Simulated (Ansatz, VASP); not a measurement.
Two plane-wave programs on As

```xyz
1
Lattice="0.0000 2.0932 2.0932 2.0932 0.0000 2.0932 2.0932 2.0932 0.0000" Properties=species:S:1:pos:R:3 pbc="T T T"
As    0.0000    0.0000    0.0000
```

Alike in both runs: task single point; functional r2SCAN; k mesh 14 × 14 × 14; occupations fermi-dirac, width 0.1 eV; no spin polarisation.

|  | VASP | Ansatz |
| --- | --- | --- |
| version | VASP 6.6.1 | Ansatz 0.2.0 |
| potentials or method | VASP PAW PBE potentials, release 64 (As), cutoff 520 eV | plane waves (500 eV) with PAW, scalar-relativistic |
| valence electrons in the cell | 5 | 15 |

```csv
,VASP,Ansatz,Ansatz less VASP
pressure (GPa),3.5,3.6,+0.08
```

VASP's potentials were made for PBE, not for r2SCAN. VASP's potentials hold 5 valence electrons a cell and Ansatz's 15, so a difference there can come from the potentials and not from the codes.
